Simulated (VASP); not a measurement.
Set up this calculation in VASP 6.6.1, as the native input.

```
Task                               : single point
Functional                         : PBE0
Potentials or basis                : VASP PAW PBE potentials, release 64 (Ga_d, P)
Cutoff                             : 400 eV
k mesh                             : 6 × 6 × 6
Occupations                        : fermi-dirac, width 0.01 eV
Spin                               : no spin polarisation
Dipole correction                  : no
Grid for exact exchange (PRECFOCK) : Normal
Further INCAR settings             : ALGO = Normal; EDIFF = 1e-06; NBANDS = 16
Share of exact exchange            : 0.25
```

Crystal: GaP.

```
Ga P
1.0
     0.00000    2.72581    2.72581
     2.72581    0.00000    2.72581
     2.72581    2.72581    0.00000
Ga P
1 1
Cartesian
  0.0000 0.0000 0.0000
  4.0887 4.0887 4.0887
```

The input as run:

POSCAR

```
GaP
1.0
    0.0000000000      2.7258125000      2.7258125000
    2.7258125000      0.0000000000      2.7258125000
    2.7258125000      2.7258125000      0.0000000000
Ga P
1 1
Direct
    0.0000000000      0.0000000000      0.0000000000
    0.7500000000      0.7500000000      0.7500000000
```

INCAR.step1

```
SYSTEM = GaP
ALGO     = Normal         ! electronic algorithm
EDIFF    = 1E-5           ! SCF threshold, eV
ENCUT    = 400            ! plane-wave cutoff, eV
GGA      = PE             ! functional
GGA_COMPAT= .False.      
ISIF     = 2              ! what is computed and relaxed
ISMEAR   = -1             ! smearing method
LASPH    = .True.         ! aspherical terms in the spheres
LREAL    = .False.        ! projectors in reciprocal space
LWAVE    = .True.         ! write WAVECAR
NBANDS   = 16             ! bands
NELM     = 120            ! most SCF steps
PREC     = Accurate       ! precision mode
SIGMA    = 0.01           ! smearing width, eV
```

INCAR.step2

```
SYSTEM = GaP
AEXX     = 0.25           ! exact-exchange fraction
ALGO     = Normal         ! electronic algorithm
EDIFF    = 1E-6           ! SCF threshold, eV
ENCUT    = 400            ! plane-wave cutoff, eV
GGA      = PE             ! functional
GGA_COMPAT= .False.      
ISIF     = 2              ! what is computed and relaxed
ISMEAR   = -1             ! smearing method
ISTART   = 1            
LASPH    = .True.         ! aspherical terms in the spheres
LCHARG   = .True.         ! write CHGCAR
LELF     = .True.         ! ELF
LHFCALC  = .True.         ! exact exchange
LREAL    = .False.        ! projectors in reciprocal space
LVHAR    = .True.       
LWAVE    = .False.        ! write WAVECAR
NBANDS   = 16             ! bands
NELM     = 120            ! most SCF steps
PREC     = Accurate       ! precision mode
PRECFOCK = Normal       
SIGMA    = 0.01           ! smearing width, eV
```

KPOINTS

```
k-points
0
Gamma
  6 6 6
  0 0 0
```

Potentials or basis: VASP PAW PBE potentials, release 64 (Ga_d, P).

The run is started by

```console
$ cat potpaw_PBE.64/Ga_d/POTCAR potpaw_PBE.64/P/POTCAR > POTCAR
$ cp INCAR.step1 INCAR
$ mpirun -np 1 vasp_std > vasp.out
$ cp INCAR.step2 INCAR
$ mpirun -np 1 vasp_std > vasp.out
```

Results of the run:

```yaml
Pressure: 0.0 GPa
Band_gap_on_the_k_mesh: 2.98 eV (least direct gap 3.46 eV)
```

Caveat: the PAW data sets were made with another functional, which shifts forces and pressure a little.

Run time: 45 min on 1 thread of Intel Xeon 8259CL, on a shared host, peak memory 0.17 GiB.
